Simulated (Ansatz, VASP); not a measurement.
# Cu4O: VASP beside Ansatz

INCAR

```
SYSTEM = Cu4O
PREC = Accurate
ENCUT = 600
EDIFF = 1E-6
ISMEAR = 0
SIGMA = 0.01
LREAL = .FALSE.
LASPH = .TRUE.
NELM = 100
ALGO = Normal
ISIF = 3
LWAVE = .FALSE.
LCHARG = .FALSE.
GGA = PE
IBRION = 2
NSW = 100
EDIFFG = -0.01
```

Contents of KPOINTS:

```
Automatic mesh
0
G
  8 8 8
  0 0 0
```

Contents of POSCAR:

```
Cu4O
1.0
    4.3618272139      0.0000000000      0.0000000000
    0.0000000000      4.3618272139      0.0000000000
    0.0000000000      0.0000000000      4.3618272139
Cu O
4 1
Direct
    0.5000000000      0.0000000000      0.0000000000
    0.0000000000      0.5000000000      0.0000000000
    0.0000000000      0.0000000000      0.5000000000
    0.0000000000      0.0000000000      0.0000000000
    0.5000000000      0.5000000000      0.5000000000
```

Input for Ansatz:

```yaml
crystal:
  lattice:
    - [4.3618272167, 0.0, 0.0]
    - [0.0, 4.3618272167, 0.0]
    - [0.0, 0.0, 4.3618272167]
  atoms:
    - { symbol: Cu, position: [0.5, 0.0, 0.0] }
    - { symbol: Cu, position: [0.0, 0.5, 0.0] }
    - { symbol: Cu, position: [0.0, 0.0, 0.5] }
    - { symbol: Cu, position: [0.0, 0.0, 0.0] }
    - { symbol: O, position: [0.5, 0.5, 0.5] }
basis:
  ecutwfc: 420
kpoints:
  mp_grid: { grid: [8, 8, 8] }
hamiltonian:
  xc: pbe
scf:
  occupations: { method: gaussian, width: 0.01 }
output:
  forces: true
  stress: true
  eigenvalues: true
relax:
  adjacent_minimum: "off"
  f_tol: 0.01
  max_steps: 80
  cell: { stress_tol: 0.05 }
```

Alike in both runs: task relaxation of cell and atoms; functional PBE; k mesh 8 × 8 × 8; occupations gaussian, width 0.01 eV; no spin polarisation.

|  | VASP | Ansatz |
| --- | --- | --- |
| version | VASP 6.6.1 | Ansatz 0.2.0 |
| potentials or method | VASP PAW PBE potentials, release 64 (Cu, O), cutoff 600 eV | scalar-relativistic, plane waves, PAW |
| valence electrons in the cell | 50 | 82 |

|  | VASP | Ansatz | Ansatz less VASP |
| --- | --- | --- | --- |
| gap on the k mesh at the Fermi level, each at its own relaxed structure (eV) | 0.10 | 0.10 | +0.004 |
| relaxed volume (Å³/atom) | 16.67 | 16.60 | -0.068 |
| relaxed cell length with the largest relative difference (Å) | 4.368 | 4.362 | -0.0059 |

VASP's potentials hold 50 valence electrons a cell and Ansatz's 82, so a difference there can come from the potentials and not from the codes.
